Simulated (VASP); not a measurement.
## BiTe: single point with PBE

Crystal: BiTe.

```xyz
2
Lattice="0.0000 3.1865 3.1865 3.1865 0.0000 3.1865 3.1865 3.1865 0.0000" Properties=species:S:1:pos:R:3 pbc="T T T"
Bi    0.0000    0.0000    0.0000
Te    3.1865    3.1865    3.1865
```

This cell differs from its parent crystal: strain -0.015 along x and y, -0.015 along z.

```yaml
Program: VASP 6.6.1
Task: single point
Functional: PBE
Potentials_or_basis: VASP PAW PBE potentials, release 64 (Bi_d, Te)
Cutoff: 520 eV
k_mesh: 14 × 14 × 14
Occupations: gaussian, width 0.15 eV
Spin: no spin polarisation
Dipole_correction: no
Further_INCAR_settings: ALGO = Normal; EDIFF = 1e-07; NBANDS = 18
```

The pressure is 3.2 GPa.

Levels at points of the mesh, in eV from the Fermi level:
| k point | band 8 | band 9 | band 10 | band 11 | band 12 | band 13 |
| --- | --- | --- | --- | --- | --- | --- |
| (0.00, 0.00, 0.00) | -2.69 | -2.69 | -2.69 | 2.23 | 2.23 | 2.23 |
| (0.50, 0.00, 0.00) | -2.03 | -2.03 | -1.60 | -0.86 | -0.71 | -0.71 |
| (0.50, 0.50, 0.00) | -5.99 | -4.25 | -4.25 | 2.05 | 3.79 | 3.79 |

Run time: 110 s on 1 thread of Intel Xeon 6975P-C (shared host), peak memory 0.29 GiB.

Caveat: the cell differs from its parent crystal (strain -0.015 along x and y, -0.015 along z); spin-orbit coupling is left out, which moves the levels of the heavy elements.
